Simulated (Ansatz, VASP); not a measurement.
# Two plane-wave programs on MgZn2O3

INCAR

```
SYSTEM = MgZn2O3
PREC = Accurate
ENCUT = 600
EDIFF = 1E-6
ISMEAR = 0
SIGMA = 0.01
LREAL = .False.
LASPH = .True.
NELM = 100
ALGO = Normal
ISIF = 3
LWAVE = .False.
LCHARG = .False.
GGA = B5
ALDAX = 1.0
AGGAX = 1.0
AGGAC = 1.0
ALDAC = 0.0
IVDW = 12
VDW_S6 = 1.0
VDW_S8 = 2.6996
VDW_A1 = 0.4298
VDW_A2 = 4.2359
IBRION = 2
NSW = 80
EDIFFG = -0.005
```

File KPOINTS:

```
Automatic mesh
0
Gamma
  12 12 4
  0 0 0
```

File POSCAR:

```
MgZn2O3
1.0
    3.0525990100      0.0000000000      0.0000000000
   -1.5262995000      2.6436282900      0.0000000000
    0.0000000000      0.0000000000      7.4520430000
Mg Zn O
1 2 3
Direct
    0.0000000000      0.0000000000      0.0000000000
    0.3333333300      0.6666666700      0.6684160000
    0.6666666700      0.3333333300      0.3315840000
    0.3333333300      0.6666666700      0.1607000000
    0.6666666700      0.3333333300      0.8393000000
    0.0000000000      0.0000000000      0.5000000000
```

Input for Ansatz:

```yaml
crystal:
  lattice:
    - [3.05259901, 0.0, 0.0]
    - [-1.5262995, 2.64362829, 0.0]
    - [0.0, 0.0, 7.452043]
  atoms:
    - { symbol: Mg, position: [0.0, 0.0, 0.0] }
    - { symbol: Zn, position: [0.33333333, 0.66666667, 0.668416] }
    - { symbol: Zn, position: [0.66666667, 0.33333333, 0.331584] }
    - { symbol: O, position: [0.33333333, 0.66666667, 0.16069999999999998] }
    - { symbol: O, position: [0.66666667, 0.33333333, 0.8393] }
    - { symbol: O, position: [0.0, 0.0, 0.5] }
basis:
  ecutwfc: 420.0
kpoints:
  mp_grid:
    grid: [12, 12, 4]
    shift: [0.0, 0.0, 0.0]
hamiltonian:
  xc: blyp
  dispersion: d3bj
scf:
  occupations:
    method: fixed
relax:
  f_tol: 0.005
  cell: {}
```

Alike in both runs: task relaxation of cell and atoms; functional BLYP; dispersion D3(BJ); k mesh 12 × 12 × 4; no spin polarisation.

|  | VASP | Ansatz |
| --- | --- | --- |
| version | VASP 6.6.1 | Ansatz 0.2.0 |
| potentials or method | VASP PAW PBE potentials, release 64 (Mg, Zn, O), cutoff 600 eV | plane waves, PAW |
| occupations | gaussian, width 0.01 eV | fixed |
| valence electrons in the cell | 44 | 52 |

VASP gave:

- relaxed volume (Å³/atom): 9.71
- relaxed length of the cell vector where the two differ most in proportion (Å): 3.020

Task: Estimate Ansatz's values.

Result: Relaxed volume (Å³/atom): 9.69; relaxed length of the cell vector where the two differ most in proportion (Å): 3.018.

VASP's potentials were made for PBE, not for BLYP. VASP's potentials hold 44 valence electrons a cell and Ansatz's 52, so a difference there can come from the potentials and not from the codes.
